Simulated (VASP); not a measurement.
# Ga (P6_3/mmc) in VASP: a series of runs

Ga is run at these levels: PBE; tasks: single point, relaxation of cell and atoms.

Program: VASP 6.6.1. These are calculated values, not measurements. Logs are shortened: lines on timing, memory, paths and dates and some standing lists are left out, and cuts for length are marked.

### Step 1. The cell of the first run

It takes space group P6_3/mmc (No. 194, hexagonal). The conventional cell has a = 2.657 Å, b = 2.657 Å, c = 4.399 Å, α = 90.00°, β = 90.00°, γ = 120.00°. Within 3.5 Å of Ga (site symmetry -6m2) lie 12 Ga at 2.66 to 2.68 Å.

### Step 2. Single point, PBE

INCAR reads:

```
  PREC = Accurate
  ENCUT = 520
  EDIFF = 1E-6
  ISMEAR = -1
  SIGMA = 0.1
  LREAL = False
  LASPH = True
  NELM = 80
  ALGO = Normal
  ISIF = 2
  LWAVE = False
  LCHARG = False
  GGA = PE
  NBANDS = 20
```

KPOINTS reads:

```
regular mesh
0
Gamma
  16 16 9
```

POSCAR reads:

```
Ga
1.0
    2.6568717997      0.0000000000      0.0000000000
   -1.3284358998      2.3009184731      0.0000000000
    0.0000000000      0.0000000000      4.3992240860
Ga
2
Direct
    0.3333333333      0.6666666667      0.2500000000
    0.6666666667      0.3333333333      0.7500000000
```

Potentials or basis: VASP PAW PBE potentials, release 64 (Ga_d).

On the command line:

```console
> cat potpaw_PBE.64/Ga_d/POTCAR > POTCAR
> mpirun -np 1 vasp_std > vasp.out
```

OUTCAR:

```text
PREC = Accurate
   ENCUT = 520
   EDIFF = 1E-6
   ISMEAR = -1
   LREAL = False
   LASPH = True
   NELM = 80
   ISIF = 2
   GGA = PE

 ion  position               nearest neighbor table
   1  0.333  0.667  0.250-   2 2.68   2 2.68   2 2.68   2 2.68   2 2.68   2 2.68
   2  0.667  0.333  0.750-   1 2.68   1 2.68   1 2.68   1 2.68   1 2.68   1 2.68

  LATTYP: Found a hexagonal cell.
 ALAT       =     2.6568717997
 C/A-ratio  =     1.6557908765

  Lattice vectors:

 A1 = (   2.6568717997,   0.0000000000,   0.0000000000)
 A2 = (  -1.3284358998,   2.3009184731,   0.0000000000)
 A3 = (   0.0000000000,   0.0000000000,   4.3992240860)

Analysis of symmetry for initial positions (statically):
=====================================================================
 Subroutine PRICEL returns:
 Original cell was already a primitive cell.

 Routine SETGRP: Setting up the symmetry group for a
 hexagonal supercell.

 Subroutine GETGRP returns: Found 24 space group operations
 (whereof 12 operations were pure point group operations)
 out of a pool of 24 trial point group operations.

The static configuration has the point symmetry D_3d.
 The point group associated with its full space group is D_6h.

Analysis of symmetry for dynamics (positions and initial velocities):
=====================================================================
 Subroutine PRICEL returns:
 Original cell was already a primitive cell.

 Routine SETGRP: Setting up the symmetry group for a
 hexagonal supercell.

 Subroutine GETGRP returns: Found 24 space group operations
 (whereof 12 operations were pure point group operations)
 out of a pool of 24 trial point group operations.

The dynamic configuration has the point symmetry D_3d.
 The point group associated with its full space group is D_6h.

 Subroutine INISYM returns: Found 24 space group operations
 (whereof 12 operations are pure point group operations),
 and found     1 'primitive' translations

----------------------------------------------------------------------------------------

                                     Primitive cell

  volume of cell :      26.8935

  direct lattice vectors                    reciprocal lattice vectors
     2.656871800  0.000000000  0.000000000     0.376382481  0.217304527  0.000000000
    -1.328435900  2.300918473  0.000000000     0.000000000  0.434609054  0.000000000
     0.000000000  0.000000000  4.399224086     0.000000000  0.000000000  0.227312813

  length of vectors
     2.656871800  2.656871800  4.399224086     0.434609054  0.434609054  0.227312813

  position of ions in fractional coordinates (direct lattice)
     0.333333333  0.666666667  0.250000000
     0.666666667  0.333333333  0.750000000

  ion indices of the primitive-cell ions
   primitive index   ion index
                 1           1
                 2           2

----------------------------------------------------------------------------------------

 KPOINTS: regular mesh

Automatic generation of k-mesh.
 Grid dimensions read from file:
 generate k-points for:   16   16    9

 Generating k-lattice:

  Cartesian coordinates                     Fractional coordinates (reciprocal lattice)
     0.023523905  0.013581533  0.000000000     0.062500000 -0.000000000  0.000000000
     0.000000000  0.027163066  0.000000000     0.000000000  0.062500000  0.000000000
     0.000000000  0.000000000  0.025256979     0.000000000  0.000000000  0.111111111

  Length of vectors
     0.027163066  0.027163066  0.025256979

  Shift w.r.t. Gamma in fractional coordinates (k-lattice)
     0.000000000  0.000000000  0.000000000

 Subroutine IBZKPT returns following result:
 ===========================================

 Found    150 irreducible k-points:

 Following reciprocal coordinates:
            Coordinates               Weight
  0.000000  0.000000  0.000000      1.000000
  0.062500 -0.000000  0.000000      6.000000
  0.125000 -0.000000  0.000000      6.000000
  0.187500 -0.000000  0.000000      6.000000
  0.250000 -0.000000  0.000000      6.000000
  0.312500  0.000000  0.000000      6.000000
[... 16 lines left out ...]
  0.187500  0.187500  0.000000      6.000000
  0.250000  0.187500  0.000000     12.000000
 [... further k-points ...]
   k-points           NKPTS =    150   k-points in BZ     NKDIM =    150   number of bands    NBANDS=     20
   number of dos      NEDOS =    301   number of ions     NIONS =      2
   total plane-waves  NPLWV =  14400
   dimension x,y,z NGX =    20 NGY =   20 NGZ =   36
   dimension x,y,z NGXF=    40 NGYF=   40 NGZF=   72
   ions per type =               2
   NGX,Y,Z   is equivalent  to a cutoff of  12.51, 12.51, 13.60 a.u.
   NGXF,Y,Z  is equivalent  to a cutoff of  25.03, 25.03, 27.21 a.u.
 SYSTEM =  unknown system
   PREC   = accura    normal or accurate (medium, high low for compatibility)
   ISTART =      0    job   : 0-new  1-cont  2-samecut
   ICHARG =      2    charge: 1-file 2-atom 10-const
[... 35 lines left out ...]
   LEPSILON=     F    determine dielectric tensor
   LRPA    =     F    only Hartree local field effects (RPA)
 non-spin polarized calculation
  energy-cutoff  :      520.00
  volume of cell :       26.89
 maximum number of plane-waves:       756
 NGX is ok and might be reduce to    20
   NGX =  9   NGY =  9   NGZ = 17

 number of electron      26.0000003 magnetization

 Free energy of the ion-electron system (eV)
  ---------------------------------------------------
  ext. energy  EPLUGINS =         0.00000000
  ---------------------------------------------------
  free energy    TOTEN  =        -4.79298909 eV

  energy without entropy =       -4.77403747  energy(sigma->0) =       -4.78351328

 E-fermi :   9.3925     XC(G=0): -12.8236

 val. band max:        9.3743900615   @ k =   0.3125   0.1875   0.0000
 cond. band min:       9.4403163829   @ k =   0.3750   0.1875   0.2222
 fundamental gap:      0.0659263214
 Fermi energy:         9.3925086041

 k-point     1 :       0.0000    0.0000    0.0000
  band No.  band energies     occupation
      1      -6.4407      2.00000
      2      -6.1627      2.00000
      3      -6.1118      2.00000
      4      -6.1118      2.00000
      5      -6.0585      2.00000
      6      -6.0585      2.00000
[... 12 lines left out ...]
     19      25.5634      0.00000
     20      26.7737      0.00000

 k-point     2 :       0.0625   -0.0000    0.0000
  band No.  band energies     occupation
      1      -6.4236      2.00000
      2      -6.1704      2.00000
      3      -6.1017      2.00000
      4      -6.0942      2.00000
      5      -6.0623      2.00000
      6      -6.0423      2.00000
[... 12 lines left out ...]
     19      26.8929      0.00000
     20      27.2095      0.00000

 k-point     3 :       0.1250   -0.0000    0.0000
  band No.  band energies     occupation
      1      -6.3844      2.00000
      2      -6.1886      2.00000
      3      -6.0903      2.00000
      4      -6.0557      2.00000
      5      -6.0436      2.00000
      6      -5.9960      2.00000
[... 12 lines left out ...]
     19      26.3020      0.00000
     20      26.8274      0.00000

 k-point     4 :       0.1875   -0.0000    0.0000
  band No.  band energies     occupation
      1      -6.3661      2.00000
      2      -6.1899      2.00000
      3      -6.1110      2.00000
      4      -6.0594      2.00000
      5      -6.0053      2.00000
      6      -6.0045      2.00000
[... 12 lines left out ...]
     19      25.6024      0.00000
     20      26.6696      0.00000

 k-point     5 :       0.2500   -0.0000    0.0000
  band No.  band energies     occupation
      1      -6.3975      2.00000
      2      -6.2013      2.00000
      3      -6.1477      2.00000
      4      -6.0911      2.00000
      5      -6.0390      2.00000
      6      -5.9360      2.00000
[... 12 lines left out ...]
     19      24.5698      0.00000
     20      26.4187      0.00000
[... 353 lines left out ...]
      6      -5.9593      2.00000
[... 12 lines left out ...]
     19      20.9979      0.00000
     20      23.8279      0.00000

 k-point    22 :       0.4375    0.1250    0.0000
  band No.  band energies     occupation
      1      -6.4651      2.00000
      2      -6.3872      2.00000
      3      -6.2614      2.00000
      4      -6.1212      2.00000
      5      -6.0028      2.00000
      6      -5.9454      2.00000
[... 12 lines left out ...]
     19      20.8862      0.00000
     20      23.7364      0.00000

 k-point    23 :       0.1875    0.1875    0.0000
  band No.  band energies     occupation
      1      -6.2839      2.00000
      2      -6.2825      2.00000
      3      -6.2362      2.00000
      4      -6.1081      2.00000
      5      -6.0223      2.00000
      6      -5.9270      2.00000
[... 12 lines left out ...]
     19      20.8034      0.00000
     20      27.1423      0.00000

 k-point    24 :       0.2500    0.1875    0.0000
  band No.  band energies     occupation
      1      -6.3255      2.00000
      2      -6.3050      2.00000
      3      -6.2397      2.00000
      4      -6.1224      2.00000
      5      -5.9960      2.00000
      6      -5.9530      2.00000
[... 12 lines left out ...]
     19      19.7013      0.00000
     20      27.1466      0.00000

 [... further k-points ...]
[... 5 lines left out ...]
  --------------------------------------------------------------------------------------
  -------------------------------------------------------------------------------------
  Total        6.6137950      6.6137950      6.6045772      0.0000000     -0.0000000     -0.0000000
  in kB      394.0155843    394.0155843    393.4664327      0.0000000     -0.0000000     -0.0000000
  external PRESSURE =     393.8325338 kB  Pullay stress =       0.0000000 kB

 VOLUME and BASIS-vectors are now :
 -----------------------------------------------------------------------------
  energy-cutoff  :      520.00
  volume of cell :       26.89
      direct lattice vectors                 reciprocal lattice vectors
     2.656871800  0.000000000  0.000000000     0.376382481  0.217304527  0.000000000
    -1.328435900  2.300918473  0.000000000     0.000000000  0.434609054  0.000000000
     0.000000000  0.000000000  4.399224086     0.000000000  0.000000000  0.227312813

 POSITION                                       TOTAL-FORCE (eV/Angst)
 -----------------------------------------------------------------------------------
     -0.00000      1.53395      1.09981        -0.000000      0.000000      0.000000
      1.32844      0.76697      3.29942         0.000000     -0.000000      0.000000
 -----------------------------------------------------------------------------------
    total drift:                                0.000000     -0.000000      0.000000

  FREE ENERGIE OF THE ION-ELECTRON SYSTEM (eV)
  ---------------------------------------------------
  free  energy   TOTEN  =        -4.7929890943 eV

  energy  without entropy=       -4.7740374724  energy(sigma->0) =       -4.78351328
```

It took 50 s on 1 thread of Intel Xeon Platinum 8488C (Sapphire Rapids), shared host; peak memory 0.19 GiB.

What came out:

```yaml
Free_energy: -4.7930 eV
Pressure: 39.4 GPa
Band_gap_on_the_k_mesh: zero (band 13 reaches 13.86 eV, above the bottom of band 14 at 5.80 eV)
```

Levels at points of the mesh, in eV from the Fermi level:
| k point | band 9 | band 10 | band 11 | band 12 | band 13 | band 14 | band 15 | band 16 | band 17 | band 18 |
| --- | --- | --- | --- | --- | --- | --- | --- | --- | --- | --- |
| (0.00, 0.00, 0.00) | -15.07 | -15.07 | -14.18 | -6.06 | -5.56 | 13.01 | 13.01 | 15.20 | 15.20 | 15.94 |
| (0.50, 0.00, 0.00) | -15.03 | -15.00 | -6.57 | -6.53 | 0.62 | 0.76 | 1.72 | 3.19 | 6.16 | 10.43 |

### Step 3. Single point, PBE

INCAR reads:

```
SYSTEM = Ga
ALGO     = Normal         ! electronic algorithm
EDIFF    = 1E-6           ! SCF threshold, eV
ENCUT    = 520            ! plane-wave cutoff, eV
GGA      = PE             ! functional
ISIF     = 2              ! what is computed and relaxed
ISMEAR   = -1             ! smearing method
LASPH    = .True.         ! aspherical terms in the spheres
LCHARG   = .False.        ! write CHGCAR
LREAL    = .False.        ! projectors in reciprocal space
LWAVE    = .False.        ! write WAVECAR
NBANDS   = 20             ! bands
NELM     = 80             ! most SCF steps
PREC     = Accurate       ! precision mode
SIGMA    = 0.1            ! smearing width, eV
```

KPOINTS reads:

```
k-points
0
Gamma
  16 16 9
  0 0 0
```

POSCAR reads:

```
Ga
1.0
    2.6573548730      0.0000000000      0.0000000000
   -1.3286774365      2.3013368269      0.0000000000
    0.0000000000      0.0000000000      4.3998724597
Ga
2
Direct
    0.3333333333      0.6666666667      0.2500000000
    0.6666666667      0.3333333333      0.7500000000
```

Potentials or basis: VASP PAW PBE potentials, release 64 (Ga_d).

On the command line:

```console
> cat potpaw_PBE.64/Ga_d/POTCAR > POTCAR
> mpirun -np 1 vasp_std > vasp.out
```

It took 53 s on 1 thread of Intel Xeon Platinum 8488C (Sapphire Rapids), shared host; peak memory 0.19 GiB.

Results (log left out):

- Free energy: -4.7964 eV
- Pressure: 39.3 GPa
- Band gap on the k mesh: zero (band 13 reaches 13.85 eV, above the bottom of band 14 at 5.80 eV)

Levels at points of the mesh, in eV from the Fermi level:
```
           k point  band 11  band 12  band 13  band 14  band 15  band 16
(0.00, 0.00, 0.00)   -14.17    -6.06    -5.56    13.00    13.00    15.19
(0.50, 0.00, 0.00)    -6.57    -6.53     0.62     0.76     1.72     3.19
```

### Step 4. Relaxation of cell and atoms, PBE, target pressure 39 GPa, at which the enthalpy is minimised

INCAR reads:

```
PREC     = Accurate       # precision mode
ENCUT    = 600            # plane-wave cutoff, eV
EDIFF    = 1E-6           # SCF threshold, eV
ISMEAR   = -1             # smearing method
SIGMA    = 0.1            # smearing width, eV
LREAL    = False          # projectors in reciprocal space
LASPH    = True           # aspherical terms in the spheres
NELM     = 100            # most SCF steps
ALGO     = Normal         # electronic algorithm
ISIF     = 3              # what is computed and relaxed
LWAVE    = False          # write WAVECAR
LCHARG   = False          # write CHGCAR
GGA      = PE             # functional
IBRION   = 2              # ionic algorithm
NSW      = 32             # ionic steps
EDIFFG   = -0.005         # ionic threshold
PSTRESS  = 390.0
```

KPOINTS reads:

```
Automatic mesh
0
Gamma
  16 16 9
```

POSCAR reads:

```
Ga
1.0
    2.6568717997      0.0000000000      0.0000000000
   -1.3284358998      2.3009184731      0.0000000000
    0.0000000000      0.0000000000      4.3992240860
Ga
2
Direct
    0.3333333333      0.6666666667      0.2500000000
    0.6666666667      0.3333333333      0.7500000000
```

On the command line:

```console
> cat potpaw_PBE.64/Ga_d/POTCAR > POTCAR
> mpirun -np 1 vasp_std > vasp.out
```

Wall time 72 s (1 thread of Intel Xeon 6975P-C, shared host); peak memory 0.21 GiB.

The run converged. Its results:

| Quantity | Value |
| --- | --- |
| Free energy | -4.8031 eV |
| Relaxed volume | 13.47 Å³/atom |
| Relaxed cell | a = 2.658 Å, b = 2.658 Å, c = 4.401 Å, α = 90.00°, β = 90.00°, γ = 120.00° |
| Space group after relaxing (to 0.05 Å) | P6_3/mmc (No. 194) |
| Energy change on relaxing (the enthalpy is what falls) | -5.2 meV/atom |
| Ionic steps | 3 |
| Pressure after relaxing | 39.0 GPa |
| Band gap on the k mesh | zero (band 13 reaches 13.83 eV, above the bottom of band 14 at 5.78 eV) |

Step by step:
| step | energy change (eV) | largest force (eV/Å) | pressure (GPa) | volume (Å³) |
| --- | --- | --- | --- | --- |
| 1 | 0.0000 | 0.0000 | 39.32 | 26.89 |
| 2 | -0.0250 | 0.0000 | 38.41 | 27.00 |
| 3 | -0.0104 | 0.0000 | 39.02 | 26.94 |

Final structure:
```
Ga
1.0
     2.65836    0.00000    0.00000
    -1.32918    2.30220    0.00000
     0.00000    0.00000    4.40127
Ga
2
Cartesian
  0.0000 1.5348 1.1003
  1.3292 0.7674 3.3009
```

Levels at points of the mesh, in eV from the Fermi level:
```csv
k point,band 11,band 12,band 13,band 14,band 15,band 16
"(0.00, 0.00, 0.00)",-14.16,-6.05,-5.56,12.99,12.99,15.18
"(0.50, 0.00, 0.00)",-6.56,-6.52,0.62,0.76,1.71,3.19
```

Caveat: the cell is relaxed towards a set pressure, so the enthalpy falls and the energy may rise.

### Step 5. Relaxation of cell and atoms, PBE, target pressure 39 GPa, at which the enthalpy is minimised

This run uses another cell than the first one, of 13.56 Å³/atom, 1.009 times its volume.

INCAR reads:

```
SYSTEM = Ga
PREC = Accurate
ENCUT = 600
EDIFF = 1E-7
ISMEAR = -1
SIGMA = 0.1
LREAL = .False.
LASPH = .True.
NELM = 100
ALGO = Normal
ISIF = 3
LWAVE = .False.
LCHARG = .False.
GGA = PE
IBRION = 2
NSW = 60
EDIFFG = -0.005
PSTRESS = 390.0
```

KPOINTS reads:

```
regular mesh
0
Gamma
  16 16 9
  0 0 0
```

POSCAR reads:

```
Ga
1.0
    2.6840235980      0.0000000000      0.0000000000
   -1.3420117990      2.3244326202      0.0000000000
    0.0000000000      0.0000000000      4.3481182287
Ga
2
Direct
    0.3333333333      0.6666666667      0.2500000000
    0.6666666667      0.3333333333      0.7500000000
```

On the command line:

```console
> cat potpaw_PBE.64/Ga_d/POTCAR > POTCAR
> mpirun -np 1 vasp_std > vasp.out
```

Run time: 3.3 min. Hardware: 1 thread of Intel Xeon 6975P-C, shared host; peak memory 0.21 GiB.

The run converged. Its results:

```yaml
Free_energy: -4.8025 eV
Relaxed_volume: 13.47 Å³/atom
Relaxed_cell: a = 2.658 Å, b = 2.658 Å, c = 4.401 Å, α = 90.00°, β = 90.00°, γ = 120.00°
Space_group_after_relaxing_to_0.05_Å: P6_3/mmc (No. 194)
Energy_change_on_relaxing_the_enthalpy_is_what_falls: +20.1 meV/atom
Ionic_steps: 8
Pressure_after_relaxing: 39.0 GPa
Band_gap_on_the_k_mesh: zero (band 13 reaches 13.84 eV, above the bottom of band 14 at 5.79 eV)
```

The path:
| step | energy change (eV) | largest force (eV/Å) | pressure (GPa) | volume (Å³) |
| --- | --- | --- | --- | --- |
| 1 | 0.0000 | 0.0000 | 37.64 | 27.13 |
| 2 | 0.1049 | 0.0000 | 40.98 | 26.67 |
| 3 | 0.0820 | 0.0000 | 40.34 | 26.77 |
| 4 | 0.0188 | 0.0000 | 38.31 | 27.02 |
| 5 | 0.0449 | 0.0000 | 39.18 | 26.91 |
| 6 | 0.0456 | 0.0000 | 39.20 | 26.91 |
| 7 | 0.0351 | 0.0000 | 38.83 | 26.95 |
| 8 | 0.0403 | 0.0000 | 38.97 | 26.93 |

Final structure:
```
Ga
1.0
     2.65829    0.00000    0.00000
    -1.32914    2.30214    0.00000
     0.00000    0.00000    4.40100
Ga
2
Direct
  0.33333 0.66667 0.25000
  0.66667 0.33333 0.75000
```

Levels at points of the mesh, in eV from the Fermi level:
```tsv
k point	band 9	band 10	band 11	band 12	band 13	band 14	band 15	band 16	band 17
(0.00, 0.00, 0.00)	-15.07	-15.07	-14.16	-6.05	-5.56	12.99	12.99	15.18	15.18
(0.50, 0.00, 0.00)	-15.03	-15.00	-6.56	-6.52	0.62	0.76	1.71	3.19	6.15
```

Caveat: the cell is relaxed towards a set pressure, so the enthalpy falls and the energy may rise.

### Step 6. Overview

| task | cell | cutoff (eV) | gap on the mesh (eV) | pressure (GPa) |
| --- | --- | --- | --- | --- |
| single point | a = 2.657, b = 2.657, c = 4.399 Å, angles 90.0, 90.0, 120.0°, 2 atoms | 520 | none | 39.4 |
| single point | a = 2.657, b = 2.657, c = 4.400 Å, angles 90.0, 90.0, 120.0°, 2 atoms | 520 | none | 39.3 |
| relaxation of cell and atoms | relaxed to 39 GPa from a = 2.657, b = 2.657, c = 4.399 Å, angles 90.0, 90.0, 120.0°, 2 atoms | 600 | none | 39.0 |
| relaxation of cell and atoms | relaxed to 39 GPa from a = 2.684, b = 2.684, c = 4.348 Å, angles 90.0, 90.0, 120.0°, 2 atoms | 600 | none | 39.0 |

Alike in all rows: level PBE; potentials or basis VASP PAW PBE potentials, release 64 (Ga_d); no spin polarisation; k mesh 16 × 16 × 9; smearing fermi-dirac 0.1 eV.

Caveats: the cell is relaxed towards a set pressure, so the enthalpy falls and the energy may rise (some runs).

Absolute energies hang on the potentials; compare differences alone.
